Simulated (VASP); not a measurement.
# BN (P-6m2) in VASP: further runs

BN is run at these levels: PBE+D3(BJ); tasks: single point, relaxation of cell and atoms, relaxation of shape and atoms at fixed volume.

Program: VASP 6.6.1. These are calculated values, not measurements. Logs are shortened: lines on timing, memory, paths and dates and some standing lists are left out, and cuts for length are marked.

## Step 1: The cell of the first run

The structure is hexagonal, space group P-6m2 (No. 187). Conventional cell: a = 2.506 Å, b = 2.506 Å, c = 6.597 Å, α = 90.00°, β = 90.00°, γ = 120.00°. B (site symmetry -6m2) has 3 N at 1.45 Å within 1.9 Å. B (site symmetry -6m2) has 3 N at 1.45 Å within 1.9 Å. N (site symmetry -6m2) has 3 B at 1.45 Å within 1.9 Å. Within 1.9 Å of N (site symmetry -6m2) lie 3 B at 1.45 Å.

## Step 2: Single point, PBE+D3(BJ)

INCAR reads:

```
  PREC = Accurate
  ENCUT = 520
  EDIFF = 1E-6
  ISMEAR = 0
  SIGMA = 0.02
  LREAL = False
  LASPH = True
  NELM = 80
  ALGO = Normal
  ISIF = 2
  LWAVE = False
  LCHARG = True
  GGA = PE
  IVDW = 12
  LELF = True
  LVHAR = True
  NBANDS = 16
```

KPOINTS reads:

```
regular mesh
0
Gamma
  12 12 4
```

POSCAR reads:

```
BN
1.0
    2.5061232302      0.0000000000      0.0000000000
   -1.2530616151      2.1703663823      0.0000000000
    0.0000000000      0.0000000000      6.5973547455
B N
2 2
Direct
    0.0000000000      0.0000000000      0.5000000000
    0.3333333333      0.6666666667      0.0000000000
    0.0000000000      0.0000000000      0.0000000000
    0.6666666667      0.3333333333      0.5000000000
```

Potentials or basis: VASP PAW PBE potentials, release 64 (B, N).

Command:

```sh
$ cat potpaw_PBE.64/B/POTCAR potpaw_PBE.64/N/POTCAR > POTCAR
$ mpirun -np 1 vasp_std > vasp.out
```

OUTCAR:

```text
PREC = Accurate
   ENCUT = 520
   EDIFF = 1E-6
   ISMEAR = 0
   LREAL = False
   LASPH = True
   NELM = 80
   ISIF = 2
   GGA = PE
   IVDW = 12
 IVDW          = 12

 ion  position               nearest neighbor table
   1  0.000  0.000  0.500-   4 1.45   4 1.45   4 1.45
   2  0.333  0.667  0.000-   3 1.45   3 1.45   3 1.45
   3  0.000  0.000  0.000-   2 1.45   2 1.45   2 1.45
   4  0.667  0.333  0.500-   1 1.45   1 1.45   1 1.45

  LATTYP: Found a hexagonal cell.
 ALAT       =     2.5061232302
 C/A-ratio  =     2.6324941511

  Lattice vectors:

 A1 = (   2.5061232302,   0.0000000000,   0.0000000000)
 A2 = (  -1.2530616151,   2.1703663823,   0.0000000000)
 A3 = (   0.0000000000,   0.0000000000,   6.5973547455)

Analysis of symmetry for initial positions (statically):
=====================================================================
 Subroutine PRICEL returns:
 Original cell was already a primitive cell.

 Routine SETGRP: Setting up the symmetry group for a
 hexagonal supercell.

 Subroutine GETGRP returns: Found 12 space group operations
 (whereof 12 operations were pure point group operations)
 out of a pool of 24 trial point group operations.

The static configuration has the point symmetry D_3h.

Analysis of symmetry for dynamics (positions and initial velocities):
=====================================================================
 Subroutine PRICEL returns:
 Original cell was already a primitive cell.

 Routine SETGRP: Setting up the symmetry group for a
 hexagonal supercell.

 Subroutine GETGRP returns: Found 12 space group operations
 (whereof 12 operations were pure point group operations)
 out of a pool of 24 trial point group operations.

The dynamic configuration has the point symmetry D_3h.

 Subroutine INISYM returns: Found 12 space group operations
 (whereof 12 operations are pure point group operations),
 and found     1 'primitive' translations

----------------------------------------------------------------------------------------

                                     Primitive cell

  volume of cell :      35.8844

  direct lattice vectors                    reciprocal lattice vectors
     2.506123230  0.000000000  0.000000000     0.399022677  0.230375850  0.000000000
    -1.253061615  2.170366382  0.000000000     0.000000000  0.460751700  0.000000000
     0.000000000  0.000000000  6.597354745     0.000000000  0.000000000  0.151575903

  length of vectors
     2.506123230  2.506123230  6.597354745     0.460751700  0.460751700  0.151575903

  position of ions in fractional coordinates (direct lattice)
     0.000000000  0.000000000  0.500000000
     0.333333333  0.666666667  0.000000000
     0.000000000  0.000000000  0.000000000
     0.666666667  0.333333333  0.500000000

  ion indices of the primitive-cell ions
   primitive index   ion index
                 1           1
                 2           2
                 3           3
                 4           4

----------------------------------------------------------------------------------------

 KPOINTS: regular mesh

Automatic generation of k-mesh.
 Grid dimensions read from file:
 generate k-points for:   12   12    4

 Generating k-lattice:

  Cartesian coordinates                     Fractional coordinates (reciprocal lattice)
     0.033251890  0.019197987  0.000000000     0.083333333  0.000000000  0.000000000
     0.000000000  0.038395975  0.000000000     0.000000000  0.083333333  0.000000000
     0.000000000  0.000000000  0.037893976     0.000000000  0.000000000  0.250000000

  Length of vectors
     0.038395975  0.038395975  0.037893976

  Shift w.r.t. Gamma in fractional coordinates (k-lattice)
     0.000000000  0.000000000  0.000000000

 Subroutine IBZKPT returns following result:
 ===========================================

 Found     57 irreducible k-points:

 Following reciprocal coordinates:
            Coordinates               Weight
  0.000000  0.000000  0.000000      1.000000
  0.083333 -0.000000  0.000000      6.000000
  0.166667  0.000000  0.000000      6.000000
  0.250000 -0.000000  0.000000      6.000000
  0.333333 -0.000000  0.000000      6.000000
  0.416667 -0.000000  0.000000      6.000000
[... 16 lines left out ...]
  0.250000 -0.000000  0.250000     12.000000
  0.333333 -0.000000  0.250000     12.000000
 [... further k-points ...]
   k-points           NKPTS =     57   k-points in BZ     NKDIM =     57   number of bands    NBANDS=     16
   number of dos      NEDOS =    301   number of ions     NIONS =      4
   total plane-waves  NPLWV =  20000
   dimension x,y,z NGX =    20 NGY =   20 NGZ =   50
   dimension x,y,z NGXF=    40 NGYF=   40 NGZF=  100
   ions per type =               2   2
   NGX,Y,Z   is equivalent  to a cutoff of  13.27, 13.27, 12.60 a.u.
   NGXF,Y,Z  is equivalent  to a cutoff of  26.53, 26.53, 25.20 a.u.
 SYSTEM =  unknown system
   PREC   = accura    normal or accurate (medium, high low for compatibility)
   ISTART =      0    job   : 0-new  1-cont  2-samecut
   ICHARG =      2    charge: 1-file 2-atom 10-const
   ISPIN  =      1    spin polarized calculation?
   LNONCOLLINEAR =      F non collinear calculations
   LSORBIT =      F    spin-orbit coupling
   LASPH  =      T    aspherical Exc in radial PAW
   ENCUT  =  520.0 eV  38.22 Ry    6.18 a.u.   4.66  4.66 12.27*2*pi/ulx,y,z
   NELM   =     80;   NELMIN=  2; NELMDL= -5     # of ELM steps
   EDIFF  = 0.1E-05   stopping-criterion for ELM
   LREAL  =      F    real-space projection
   EDIFFG = 0.1E-04   stopping-criterion for IOM
   NSW    =      0    number of steps for IOM
   IBRION =     -1    ionic relax: 0-MD 1-quasi-New 2-CG
   NFREE  =      0    steps in history (QN), initial steepest desc. (CG)
   ISIF   =      2    stress and relaxation
   ISYM   =      2    0-nonsym 1-usesym 2-fastsym
   POTIM  = 0.5000    time-step for ionic-motion
   TEBEG  =    0.0;   TEEND  =   0.0 temperature during run
   PSTRESS=    0.0 pullay stress
   NELECT =      16.0000    total number of electrons
   NUPDOWN=      -1.0000    fix difference up-down
   EMIN   =  10.00;   EMAX   =-10.00  energy-range for DOS
   EFERMI =   0.00;   METHOD = LEGACY
   ISMEAR =     0;   SIGMA  =   0.02  broadening in eV -4-tet -1-fermi 0-gaus
   EFERMI_NEDOS =   21; number of points for ismear=-14 and -15
   IALGO  =     38    algorithm
   IMIX   =      4    mixing-type and parameters
     AMIX     =   0.40;   BMIX     =  1.00
     AMIX_MAG =   1.60;   BMIX_MAG =  1.00
  volume/ion in A,a.u.               =       8.97        60.54
  Fermi-wavevector in a.u.,A,eV,Ry     =   1.250681  2.363443 21.282257  1.564202
  Thomas-Fermi vector in A             =   2.384663
   LORBIT       =      0    0 simple, 1 ext, 2 COOP (PROOUT), +10 PAW based schemes
   GGA     = PE    functional components
   LHFCALC =     F    Hartree Fock is set to
   AEXX    =    0.0000 exact exchange contribution
   IVDW    =    12    specifies the selected vdW correction
   LEPSILON=     F    determine dielectric tensor
   LRPA    =     F    only Hartree local field effects (RPA)
 non-spin polarized calculation
 Gauss-broadening in eV      SIGMA  =   0.02
  energy-cutoff  :      520.00
  volume of cell :       35.88
 maximum number of plane-waves:       985
 NGX is ok and might be reduce to    20
   NGX =  9   NGY =  9   NGZ = 25

 number of electron      15.9999998 magnetization

 Free energy of the ion-electron system (eV)
  ---------------------------------------------------
  ext. energy  EPLUGINS =         0.00000000
  ---------------------------------------------------
  free energy    TOTEN  =       -35.15067573 eV

  energy without entropy =      -35.15067573  energy(sigma->0) =      -35.15067573

 E-fermi :   2.5455     XC(G=0): -10.1175

 val. band max:        2.3697568654   @ k =   0.3333   0.3333   0.5000
 cond. band min:       6.7210968886   @ k =   0.5000  -0.0000   0.0000
 fundamental gap:      4.3513400232
 Fermi energy:         2.5455357128

 k-point     1 :       0.0000    0.0000    0.0000
  band No.  band energies     occupation
      1     -15.4892      2.00000
      2     -15.1645      2.00000
      3      -3.9127      2.00000
      4      -1.7341      2.00000
      5       0.9367      2.00000
      6       0.9367      2.00000
[... 8 lines left out ...]
     15      14.5893      0.00000
     16      15.4265      0.00000

 k-point     2 :       0.0833   -0.0000    0.0000
  band No.  band energies     occupation
      1     -15.3534      2.00000
      2     -15.0333      2.00000
      3      -3.7256      2.00000
      4      -1.5683      2.00000
      5       0.3770      2.00000
      6       0.4905      2.00000
[... 8 lines left out ...]
     15      14.9393      0.00000
     16      15.0761      0.00000

 k-point     3 :       0.1667    0.0000    0.0000
  band No.  band energies     occupation
      1     -14.9535      2.00000
      2     -14.6472      2.00000
      3      -3.1707      2.00000
      4      -1.0818      2.00000
      5      -1.0379      2.00000
      6      -0.9159      2.00000
[... 8 lines left out ...]
     15      16.1617      0.00000
     16      16.2278      0.00000

 k-point     4 :       0.2500   -0.0000    0.0000
  band No.  band energies     occupation
      1     -14.3162      2.00000
      2     -14.0341      2.00000
      3      -2.8320      2.00000
      4      -2.6923      2.00000
      5      -2.2714      2.00000
      6      -0.6819      2.00000
[... 8 lines left out ...]
     15      17.7331      0.00000
     16      18.2950      0.00000

 k-point     5 :       0.3333   -0.0000    0.0000
  band No.  band energies     occupation
      1     -13.5088      2.00000
      2     -13.2644      2.00000
      3      -4.6200      2.00000
      4      -4.4593      2.00000
      5      -1.3082      2.00000
      6      -1.1821      2.00000
[... 8 lines left out ...]
     15      18.1790      0.00000
     16      20.8132      0.00000

 k-point     6 :       0.4167   -0.0000    0.0000
  band No.  band energies     occupation
      1     -12.7049      2.00000
      2     -12.5184      2.00000
      3      -6.0491      2.00000
      4      -5.8741      2.00000
      5      -1.7190      2.00000
      6      -1.5914      2.00000
[... 8 lines left out ...]
     15      18.0021      0.00000
     16      20.2772      0.00000
[... 267 lines left out ...]
 k-point    21 :       0.0833   -0.0000    0.2500
  band No.  band energies     occupation
      1     -15.3149      2.00000
      2     -15.0768      2.00000
      3      -3.4639      2.00000
      4      -1.9596      2.00000
      5       0.3800      2.00000
      6       0.4925      2.00000
[... 8 lines left out ...]
     15      14.9569      0.00000
     16      15.0644      0.00000

 k-point    22 :       0.1667    0.0000    0.2500
  band No.  band energies     occupation
      1     -14.9171      2.00000
      2     -14.6882      2.00000
      3      -2.9192      2.00000
      4      -1.4808      2.00000
      5      -1.0188      2.00000
      6      -0.9001      2.00000
[... 8 lines left out ...]
     15      16.0380      0.00000
     16      16.1535      0.00000

 k-point    23 :       0.2500   -0.0000    0.2500
  band No.  band energies     occupation
      1     -14.2835      2.00000
      2     -14.0705      2.00000
      3      -2.8337      2.00000
      4      -2.7154      2.00000
      5      -2.0088      2.00000
      6      -0.6785      2.00000
[... 8 lines left out ...]
     15      18.3020      0.00000
     16      18.4218      0.00000

 k-point    24 :       0.3333   -0.0000    0.2500
  band No.  band energies     occupation
      1     -13.4821      2.00000
      2     -13.2934      2.00000
      3      -4.6104      2.00000
      4      -4.4764      2.00000
      5      -1.3041      2.00000
      6      -1.1864      2.00000
[... 8 lines left out ...]
     15      19.0115      0.00000
     16      20.6939      0.00000

 [... further k-points ...]

------------------------ aborting loop because EDIFF is reached ----------------------------------------

 Edisp (eV)   -0.56836

 E8    (eV) :    -0.1667

  FORCE on cell =-STRESS in cart. coord.  units (eV):
  Direction    XX          YY          ZZ          XY          YZ          ZX
  --------------------------------------------------------------------------------------
  -------------------------------------------------------------------------------------
  Total       0.03818     0.03818    -0.03478     0.00000    -0.00000     0.00000
  in kB       1.70449     1.70449    -1.55285     0.00000    -0.00000     0.00000
  external pressure =        0.62 kB  Pullay stress =        0.00 kB

 VOLUME and BASIS-vectors are now :
 -----------------------------------------------------------------------------
  energy-cutoff  :      520.00
  volume of cell :       35.88
      direct lattice vectors                 reciprocal lattice vectors
     2.506123230  0.000000000  0.000000000     0.399022677  0.230375850  0.000000000
    -1.253061615  2.170366382  0.000000000     0.000000000  0.460751700  0.000000000
     0.000000000  0.000000000  6.597354745     0.000000000  0.000000000  0.151575903

 POSITION                                       TOTAL-FORCE (eV/Angst)
 -----------------------------------------------------------------------------------
      0.00000      0.00000      3.29868        -0.000000     -0.000000      0.000000
     -0.00000      1.44691      0.00000         0.000000      0.000000      0.000000
      0.00000      0.00000      0.00000         0.000000     -0.000000      0.000000
      1.25306      0.72346      3.29868         0.000000     -0.000000      0.000000
 -----------------------------------------------------------------------------------
    total drift:                               -0.000001      0.000000      0.000000

  FREE ENERGIE OF THE ION-ELECTRON SYSTEM (eV)
  ---------------------------------------------------
  free  energy   TOTEN  =       -35.7190379058 eV

  energy  without entropy=      -35.7190379058  energy(sigma->0) =      -35.71903791
```

It took 34 s on 1 thread of Intel Xeon Platinum 8488C (Sapphire Rapids), shared host; peak memory 0.17 GiB.

What came out:

```yaml
Free_energy: -35.7190 eV
Pressure: 0.1 GPa
Band_gap_on_the_k_mesh: 4.35 eV (least direct gap 4.46 eV)
Dispersion_energy_per_atom: -0.142 eV
```

## Step 3: Relaxation of cell and atoms, PBE+D3(BJ)

This run uses another cell than the first one, of 9.13 Å³/atom.

INCAR reads:

```
PREC     = Accurate       # precision mode
ENCUT    = 600            # plane-wave cutoff, eV
EDIFF    = 1E-7           # SCF threshold, eV
ISMEAR   = 0              # smearing method
SIGMA    = 0.02           # smearing width, eV
LREAL    = F              # projectors in reciprocal space
LASPH    = T              # aspherical terms in the spheres
NELM     = 80             # most SCF steps
ALGO     = Normal         # electronic algorithm
ISIF     = 3              # what is computed and relaxed
LWAVE    = F              # write WAVECAR
LCHARG   = F              # write CHGCAR
GGA      = PE             # functional
IVDW     = 12             # dispersion correction
IBRION   = 2              # ionic algorithm
NSW      = 100            # ionic steps
EDIFFG   = -0.005         # ionic threshold
```

KPOINTS reads:

```
Automatic mesh
0
Gamma
  12 12 4
```

POSCAR reads:

```
BN
1.0
    2.5099983704      0.0000000000      0.0000000000
   -1.2549991852      2.1737223522      0.0000000000
    0.0000000000      0.0000000000      6.6900000000
B N
2 2
Direct
    0.0000000000      0.0000000000      0.5000000000
    0.3333333333      0.6666666667      0.0000000000
    0.0000000000      0.0000000000      0.0000000000
    0.6666666667      0.3333333333      0.5000000000
```

Potentials or basis: VASP PAW PBE potentials, release 64 (B, N).

Command:

```sh
$ cat potpaw_PBE.64/B/POTCAR potpaw_PBE.64/N/POTCAR > POTCAR
$ mpirun -np 1 vasp_std > vasp.out
```

Run time: 3.1 min. Hardware: 1 thread of Intel Xeon Platinum 8488C (Sapphire Rapids), shared host; peak memory 0.18 GiB.

It converged, with:

- Free energy: -35.7271 eV
- Relaxed volume: 8.88 Å³/atom
- Relaxed cell: a = 2.506 Å, b = 2.506 Å, c = 6.535 Å, α = 90.00°, β = 90.00°, γ = 120.00°
- Space group after relaxing (to 0.1 Å): P-6m2 (No. 187)
- Energy gained by relaxing: 0.6 meV/atom
- Ionic steps: 10
- Pressure after relaxing: 0.0 GPa
- Band gap on the k mesh: 4.34 eV (least direct gap 4.45 eV)
- Dispersion energy per atom: -0.144 eV

Step by step:
```csv
step,energy change (eV),largest force (eV/Å),pressure (GPa),volume (Å³)
1,0.0000,0.0000,-1.29,36.50
2,0.0013,0.0000,1.91,36.11
3,-0.0007,0.0000,-0.13,36.36
4,-0.0009,0.0000,-0.11,36.30
5,-0.0015,0.0000,-0.07,36.11
6,-0.0023,0.0000,0.02,35.75
7,-0.0017,0.0000,0.24,35.02
8,-0.0024,0.0000,0.09,35.53
9,-0.0022,0.0000,-0.70,35.61
10,-0.0024,0.0000,0.00,35.54
```

Final structure:
```yaml
crystal:
  lattice:
    - [2.50594, 0.00000, 0.00000]
    - [-1.25297, 2.17021, 0.00000]
    - [0.00000, 0.00000, 6.53496]
  atoms:
    - { symbol: B, position: [0.00000, 0.00000, 0.50000] }
    - { symbol: B, position: [0.33333, 0.66667, 0.00000] }
    - { symbol: N, position: [0.00000, 0.00000, 0.00000] }
    - { symbol: N, position: [0.66667, 0.33333, 0.50000] }
```

Levels at points of the mesh, in eV from the valence-band top:
| k point | band 6 | band 7 | band 8 | band 9 | band 10 | band 11 |
| --- | --- | --- | --- | --- | --- | --- |
| (0.00, 0.00, 0.00) | -1.44 | -1.32 | -1.32 | 5.28 | 10.37 | 11.46 |
| (0.50, 0.00, 0.00) | -4.10 | -1.37 | -0.70 | 4.34 | 5.53 | 9.59 |
| (0.00, 0.00, 0.50) | -1.44 | -1.32 | -1.32 | 7.70 | 7.74 | 11.47 |
| (0.50, 0.00, 0.50) | -4.11 | -1.03 | -0.91 | 4.61 | 4.68 | 9.80 |

## Step 4: Relaxation of shape and atoms at fixed volume, PBE+D3(BJ) (8.70 Å³/atom)

This run uses another cell than the first one, of 8.70 Å³/atom.

INCAR reads:

```
  PREC = Accurate
  ENCUT = 600
  EDIFF = 1E-7
  ISMEAR = 0
  SIGMA = 0.02
  LREAL = F
  LASPH = T
  NELM = 100
  ALGO = Normal
  ISIF = 4
  LWAVE = F
  LCHARG = F
  GGA = PE
  IVDW = 12
  IBRION = 2
  NSW = 50
  EDIFFG = -0.01
```

KPOINTS is that of step 3.

POSCAR reads:

```
BN
1.0
    2.4808071481      0.0000000000      0.0000000000
   -1.2404035741      2.1484420122      0.0000000000
    0.0000000000      0.0000000000      6.5307122359
B N
2 2
Direct
    0.0000000000      0.0000000000      0.5000000000
    0.3333333333      0.6666666667      0.0000000000
    0.0000000000      0.0000000000      0.0000000000
    0.6666666667      0.3333333333      0.5000000000
```

Command:

```sh
$ cat potpaw_PBE.64/B/POTCAR potpaw_PBE.64/N/POTCAR > POTCAR
$ mpirun -np 1 vasp_std > vasp.out
```

Wall time 25 s (1 thread of Intel Xeon 6975P-C (Granite Rapids), shared host); peak memory 0.18 GiB.

It converged, with:

| Property | Result |
| --- | --- |
| Free energy | -35.7219 eV |
| Energy gained by relaxing | 5.9 meV/atom |
| Ionic steps | 3 |
| Pressure after relaxing | 0.7 GPa |
| Band gap on the k mesh | 4.33 eV (least direct gap 4.42 eV) |
| Dispersion energy per atom | -0.147 eV |

The path:
| step | energy change (eV) | largest force (eV/Å) | pressure (GPa) | volume (Å³) |
| --- | --- | --- | --- | --- |
| 1 | 0.0000 | 0.0000 | 7.71 | 34.81 |
| 2 | -0.0234 | 0.0000 | 0.14 | 34.81 |
| 3 | -0.0235 | 0.0000 | 0.71 | 34.81 |

Final structure:
```xyz
4
Lattice="2.5043 0.0000 0.0000 -1.2521 2.1688 0.0000 0.0000 0.0000 6.4089" Properties=species:S:1:pos:R:3 pbc="T T T"
B     0.0000    0.0000    3.2045
B     0.0000    1.4458    0.0000
N     0.0000    0.0000    0.0000
N     1.2521    0.7229    3.2045
```

Levels at points of the mesh, in eV from the valence-band top:
| k point | band 4 | band 5 | band 6 | band 7 | band 8 | band 9 | band 10 | band 11 | band 12 |
| --- | --- | --- | --- | --- | --- | --- | --- | --- | --- |
| (0.00, 0.00, 0.00) | -3.95 | -1.45 | -1.45 | -1.31 | -1.31 | 5.41 | 10.58 | 11.46 | 11.46 |
| (0.50, 0.00, 0.00) | -8.83 | -4.26 | -4.10 | -1.43 | -0.69 | 4.33 | 5.61 | 9.59 | 9.72 |
| (0.00, 0.00, 0.50) | -5.29 | -1.45 | -1.45 | -1.31 | -1.31 | 7.92 | 7.97 | 11.47 | 11.47 |
| (0.50, 0.00, 0.50) | -8.89 | -4.25 | -4.11 | -1.05 | -0.92 | 4.59 | 4.67 | 9.81 | 9.95 |

[end of part 1 of 2]
